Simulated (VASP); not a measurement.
# Mg16C in VASP: notebook

Runs on Mg16C. Level: LDA. Tasks: single point.

Everything below comes from runs of VASP 6.6.1. Logs are shortened: lines on timing, memory, paths and dates and some standing lists are left out, and cuts for length are marked.

### Step 1. The cell of the first run

The cell holds a slab with vacuum, 17 atoms: a = 6.293 Å, b = 6.293 Å, c = 23.061 Å, α = 90.00°, β = 90.00°, γ = 120.00°.

### Step 2. Single point, LDA

File INCAR:

```
SYSTEM = Mg16C
  PREC = Accurate
  ENCUT = 520
  EDIFF = 1E-7
  ISMEAR = 0
  SIGMA = 0.1
  LREAL = Auto
  LASPH = .True.
  NELM = 60
  ALGO = Fast
  ISIF = 2
  LWAVE = .False.
  LCHARG = .False.
  LDIPOL = .True.
  IDIPOL = 3
  DIPOL = 0.5 0.5 0.352
  GGA = CA
  NBANDS = 32
```

File KPOINTS:

```
Automatic mesh
0
Gamma
  6 6 1
  0 0 0
```

File POSCAR:

```
Mg16C
1.0
    6.2932257366      0.0000000000      0.0000000000
   -3.1466128683      5.4500933597      0.0000000000
    0.0000000000      0.0000000000     23.0605952337
Mg C
16 1
Direct
    0.3333333333      0.1666666667      0.1734560604
    0.3333333333      0.6666666667      0.1734560604
    0.8333333333      0.1666666667      0.1734560604
    0.8333333333      0.6666666667      0.1734560604
    0.1666666667      0.3333333333      0.2827092823
    0.1666666667      0.8333333333      0.2827092823
    0.6666666667      0.3333333333      0.2827092823
    0.6666666667      0.8333333333      0.2827092823
    0.3333333333      0.1666666667      0.3902185413
    0.3333333333      0.6666666667      0.3902185413
    0.8333333333      0.1666666667      0.3902185413
    0.8333333333      0.6666666667      0.3902185413
    0.1666666667      0.3333333333      0.5013138263
    0.1666666667      0.8333333333      0.5013138263
    0.6666666667      0.3333333333      0.5013138263
    0.6666666667      0.8333333333      0.5013138263
    0.1666666667      0.3333333333      0.5884108257
```

Potentials or basis: VASP PAW LDA potentials, release 64 (Mg, C).

The run is started by

```sh
$ cat potpaw_LDA.64/Mg/POTCAR potpaw_LDA.64/C/POTCAR > POTCAR
$ mpirun -np 1 vasp_std > vasp.out
```

OUTCAR:

```text
SYSTEM = Mg16C
   PREC = Accurate
   ENCUT = 520
   EDIFF = 1E-7
   ISMEAR = 0
   LREAL = Auto
   LASPH = .True.
   NELM = 60
   ISIF = 2
   GGA = CA

 ion  position               nearest neighbor table
   1  0.333  0.167  0.173-   5 3.11   7 3.11   6 3.11   3 3.15   3 3.15   2 3.15   2 3.15   4 3.15
                             4 3.15
   2  0.333  0.667  0.173-   6 3.11   8 3.11   5 3.11   4 3.15   4 3.15   3 3.15   1 3.15   1 3.15
                             3 3.15
   3  0.833  0.167  0.173-   7 3.11   5 3.11   8 3.11   1 3.15   1 3.15   2 3.15   4 3.15   4 3.15
                             2 3.15
   4  0.833  0.667  0.173-   8 3.11   6 3.11   7 3.11   2 3.15   2 3.15   1 3.15   3 3.15   3 3.15
                             1 3.15
   5  0.167  0.333  0.283-   9 3.07  11 3.07  10 3.07   1 3.11   3 3.11   2 3.11   7 3.15   7 3.15
                             6 3.15   6 3.15   8 3.15   8 3.15
   6  0.167  0.833  0.283-  10 3.07  12 3.07   9 3.07   2 3.11   4 3.11   1 3.11   8 3.15   8 3.15
                             7 3.15   5 3.15   5 3.15   7 3.15
   7  0.667  0.333  0.283-  11 3.07   9 3.07  12 3.07   3 3.11   1 3.11   4 3.11   5 3.15   5 3.15
                             6 3.15   8 3.15   8 3.15   6 3.15
   8  0.667  0.833  0.283-  12 3.07  10 3.07  11 3.07   4 3.11   2 3.11   3 3.11   6 3.15   6 3.15
                             5 3.15   7 3.15   7 3.15   5 3.15
   9  0.333  0.167  0.390-   5 3.07   7 3.07   6 3.07  13 3.14  15 3.14  14 3.14  11 3.15  11 3.15
                            10 3.15  10 3.15  12 3.15  12 3.15
  10  0.333  0.667  0.390-   6 3.07   8 3.07   5 3.07  14 3.14  16 3.14  13 3.14  12 3.15  12 3.15
                            11 3.15   9 3.15   9 3.15  11 3.15
  11  0.833  0.167  0.390-   7 3.07   5 3.07   8 3.07  15 3.14  13 3.14  16 3.14   9 3.15   9 3.15
                            10 3.15  12 3.15  12 3.15  10 3.15
  12  0.833  0.667  0.390-   8 3.07   6 3.07   7 3.07  16 3.14  14 3.14  15 3.14  10 3.15  10 3.15
                             9 3.15  11 3.15  11 3.15   9 3.15
  13  0.167  0.333  0.501-  17 2.01   9 3.14  11 3.14  10 3.14  15 3.15  15 3.15  14 3.15  14 3.15
                            16 3.15  16 3.15
  14  0.167  0.833  0.501-  10 3.14  12 3.14   9 3.14  16 3.15  16 3.15  13 3.15  13 3.15  15 3.15
                            15 3.15
  15  0.667  0.333  0.501-  11 3.14   9 3.14  12 3.14  13 3.15  13 3.15  16 3.15  16 3.15  14 3.15
                            14 3.15
  16  0.667  0.833  0.501-  12 3.14  10 3.14  11 3.14  14 3.15  14 3.15  15 3.15  15 3.15  13 3.15
                            13 3.15
  17  0.167  0.333  0.588-  13 2.01

  LATTYP: Found a hexagonal cell.
 ALAT       =     6.2932257366
 C/A-ratio  =     3.6643521461

  Lattice vectors:

 A1 = (   6.2932257366,   0.0000000000,   0.0000000000)
 A2 = (  -3.1466128683,   5.4500933597,   0.0000000000)
 A3 = (   0.0000000000,   0.0000000000,  23.0605952337)

Analysis of symmetry for initial positions (statically):
=====================================================================
 Subroutine PRICEL returns:
 Original cell was already a primitive cell.

 Routine SETGRP: Setting up the symmetry group for a
 hexagonal supercell.

 Subroutine GETGRP returns: Found  6 space group operations
 (whereof  2 operations were pure point group operations)
 out of a pool of 24 trial point group operations.

The static configuration has the point symmetry C_1h.
 The point group associated with its full space group is C_3v.

Analysis of symmetry for dynamics (positions and initial velocities):
=====================================================================
 Subroutine PRICEL returns:
 Original cell was already a primitive cell.

 Routine SETGRP: Setting up the symmetry group for a
 hexagonal supercell.

 Subroutine GETGRP returns: Found  6 space group operations
 (whereof  2 operations were pure point group operations)
 out of a pool of 24 trial point group operations.

The dynamic configuration has the point symmetry C_1h.
 The point group associated with its full space group is C_3v.

 Subroutine INISYM returns: Found  6 space group operations
 (whereof  2 operations are pure point group operations),
 and found     1 'primitive' translations

----------------------------------------------------------------------------------------

                                     Primitive cell

  volume of cell :     790.9477

  direct lattice vectors                    reciprocal lattice vectors
     6.293225737  0.000000000  0.000000000     0.158901022  0.091741548  0.000000000
    -3.146612868  5.450093360  0.000000000     0.000000000  0.183483095  0.000000000
[... 62 lines left out ...]
  Shift w.r.t. Gamma in fractional coordinates (k-lattice)
     0.000000000  0.000000000  0.000000000

 Subroutine IBZKPT returns following result:
 ===========================================

 Found      7 irreducible k-points:

 Following reciprocal coordinates:
            Coordinates               Weight
  0.000000  0.000000  0.000000      1.000000
  0.166667  0.000000  0.000000      6.000000
  0.333333  0.000000  0.000000      6.000000
  0.500000 -0.000000  0.000000      3.000000
  0.166667  0.166667  0.000000      6.000000
  0.333333  0.166667  0.000000     12.000000
  0.333333  0.333333  0.000000      2.000000
   k-points           NKPTS =      7   k-points in BZ     NKDIM =      7   number of bands    NBANDS=     32
   number of dos      NEDOS =    301   number of ions     NIONS =     17
   total plane-waves  NPLWV = 414720
   dimension x,y,z NGX =    48 NGY =   48 NGZ =  180
   dimension x,y,z NGXF=    96 NGYF=   96 NGZF=  360
   ions per type =              16   1
   NGX,Y,Z   is equivalent  to a cutoff of  12.68, 12.68, 12.98 a.u.
   NGXF,Y,Z  is equivalent  to a cutoff of  25.36, 25.36, 25.95 a.u.
 SYSTEM =  Mg16C
   PREC   = accura    normal or accurate (medium, high low for compatibility)
   ISTART =      0    job   : 0-new  1-cont  2-samecut
   ICHARG =      2    charge: 1-file 2-atom 10-const
   ISPIN  =      1    spin polarized calculation?
   LNONCOLLINEAR =      F non collinear calculations
   LSORBIT =      F    spin-orbit coupling
   LASPH  =      T    aspherical Exc in radial PAW
   ENCUT  =  520.0 eV  38.22 Ry    6.18 a.u.  11.70 11.70 42.88*2*pi/ulx,y,z
   NELM   =     60;   NELMIN=  2; NELMDL= -5     # of ELM steps
   EDIFF  = 0.1E-06   stopping-criterion for ELM
   LREAL  =      T    real-space projection
   EDIFFG = 0.1E-05   stopping-criterion for IOM
   NSW    =      0    number of steps for IOM
   IBRION =     -1    ionic relax: 0-MD 1-quasi-New 2-CG
   NFREE  =      0    steps in history (QN), initial steepest desc. (CG)
   ISIF   =      2    stress and relaxation
   ISYM   =      2    0-nonsym 1-usesym 2-fastsym
   POTIM  = 0.5000    time-step for ionic-motion
   TEBEG  =    0.0;   TEEND  =   0.0 temperature during run
   PSTRESS=    0.0 pullay stress
   NELECT =      36.0000    total number of electrons
   NUPDOWN=      -1.0000    fix difference up-down
   EMIN   =  10.00;   EMAX   =-10.00  energy-range for DOS
   EFERMI =   0.00;   METHOD = LEGACY
   ISMEAR =     0;   SIGMA  =   0.10  broadening in eV -4-tet -1-fermi 0-gaus
   EFERMI_NEDOS =   21; number of points for ismear=-14 and -15
   IALGO  =     68    algorithm
   IMIX   =      4    mixing-type and parameters
     AMIX     =   0.40;   BMIX     =  1.00
     AMIX_MAG =   1.60;   BMIX_MAG =  1.00
  volume/ion in A,a.u.               =      46.53       313.98
  Fermi-wavevector in a.u.,A,eV,Ry     =   0.584512  1.104567  4.648481  0.341654
  Thomas-Fermi vector in A             =   1.630236
   LORBIT       =      0    0 simple, 1 ext, 2 COOP (PROOUT), +10 PAW based schemes
   GGA     = CA    functional components
   LHFCALC =     F    Hartree Fock is set to
   AEXX    =    0.0000 exact exchange contribution
   IVDW    =     0    specifies the selected vdW correction
   LEPSILON=     F    determine dielectric tensor
   LRPA    =     F    only Hartree local field effects (RPA)
 non-spin polarized calculation
 RMM-DIIS sequential band-by-band and
 Gauss-broadening in eV      SIGMA  =   0.10
  energy-cutoff  :      520.00
  volume of cell :      790.95
 maximum number of plane-waves:     21343
 NGX is ok and might be reduce to    48
   NGX = 23   NGY = 23   NGZ = 85

 dipolmoment           0.000000      0.000000     -0.231082 electrons x Angstroem

 number of electron      36.0000000 magnetization

 dipolmoment           0.000000      0.000000      0.336980 electrons x Angstroem

 Free energy of the ion-electron system (eV)
  ---------------------------------------------------
  ext. energy  EPLUGINS =         0.00000000
  ---------------------------------------------------
  free energy    TOTEN  =       -29.68868352 eV

  energy without entropy =      -29.64096251  energy(sigma->0) =      -29.66482301

 E-fermi :  -1.3420     XC(G=0):  -4.8334

 val. band max:       -1.3537392714   @ k =   0.5000  -0.0000   0.0000
 cond. band min:      -1.3011808906   @ k =   0.3333   0.0000   0.0000
 fundamental gap:      0.0525583807
 Fermi energy:        -1.3420110083

 k-point     1 :       0.0000    0.0000    0.0000
  band No.  band energies     occupation
      1      -9.6483      2.00000
      2      -8.1453      2.00000
      3      -7.2068      2.00000
      4      -5.8075      2.00000
      5      -3.8713      2.00000
      6      -3.2840      2.00000
[... 220 lines left out ...]
     29       1.7095      0.00000
     30       1.7730      0.00000
 [bands above 30 left out]

------------------------ aborting loop because EDIFF is reached ----------------------------------------

 vacuum level on the upper side and lower side of the slab       (xc-potential included)         0.809        -0.950

  FORCE on cell =-STRESS in cart. coord.  units (eV):
  Direction    XX          YY          ZZ          XY          YZ          ZX
  --------------------------------------------------------------------------------------
  -------------------------------------------------------------------------------------
  Total       -5.8832386     -5.8832386      1.5243430      0.0000000     -0.0000000      0.0000000
  in kB      -11.9173385    -11.9173385      3.0877741      0.0000000     -0.0000000      0.0000000
  external PRESSURE =      -6.9156343 kB  Pullay stress =       0.0000000 kB

 VOLUME and BASIS-vectors are now :
 -----------------------------------------------------------------------------
  energy-cutoff  :      520.00
  volume of cell :      790.95
      direct lattice vectors                 reciprocal lattice vectors
     6.293225737  0.000000000  0.000000000     0.158901022  0.091741548  0.000000000
    -3.146612868  5.450093360  0.000000000     0.000000000  0.183483095  0.000000000
     0.000000000  0.000000000 23.060595234     0.000000000  0.000000000  0.043364015

 POSITION                                       TOTAL-FORCE (eV/Angst)
 -----------------------------------------------------------------------------------
      1.57331      0.90835      4.00000         0.029476     -0.017018     -0.054409
     -0.00000      3.63340      4.00000        -0.000000      0.034036     -0.054409
      4.71992      0.90835      4.00000        -0.029476     -0.017018     -0.054409
      3.14661      3.63340      4.00000        -0.000000     -0.000000     -0.074339
      0.00000      1.81670      6.51944        -0.000000     -0.000000     -0.070069
     -1.57331      4.54174      6.51944         0.018277      0.010552     -0.014202
[... 9 lines left out ...]
      1.57331      4.54174     11.56060         0.030599     -0.017666      0.342149
      0.00000      1.81670     13.56910        -0.000000     -0.000000      0.025416
 -----------------------------------------------------------------------------------
    total drift:                               -0.000000      0.000000      0.008073

  FREE ENERGIE OF THE ION-ELECTRON SYSTEM (eV)
  ---------------------------------------------------
  free  energy   TOTEN  =       -29.6886835152 eV

  energy  without entropy=      -29.6409625065  energy(sigma->0) =      -29.66482301

 vacuum level on the upper side and lower side of the slab         4.332         2.537
```

Run time: 13 min. Hardware: 1 thread of Oxide Virtual Turin-like, shared host; peak memory 0.58 GiB.

Results:

```yaml
Free_energy: -29.6887 eV
Largest_force: 1.041 eV/Å
Band_gap_on_the_k_mesh: zero (bands 18 and 19 overlap by 0.30 eV)
```

Forces on the atoms (eV/Å):
```
Mg   0.029 -0.017 -0.054
Mg   0.000  0.034 -0.054
Mg  -0.029 -0.017 -0.054
Mg   0.000  0.000 -0.074
Mg   0.000  0.000 -0.070
Mg   0.018  0.011 -0.014
Mg   0.000 -0.021 -0.014
Mg  -0.018  0.011 -0.014
Mg   0.023 -0.013  0.049
Mg   0.000  0.027  0.049
Mg  -0.023 -0.013  0.049
Mg   0.000  0.000  0.192
Mg   0.000  0.000 -1.041
Mg  -0.031 -0.018  0.342
Mg   0.000  0.035  0.342
Mg   0.031 -0.018  0.342
C    0.000  0.000  0.025
```

(Part 1 of 2 ends here.)

The gap in the log of VASP goes by the Fermi energy; the results here count the filled bands.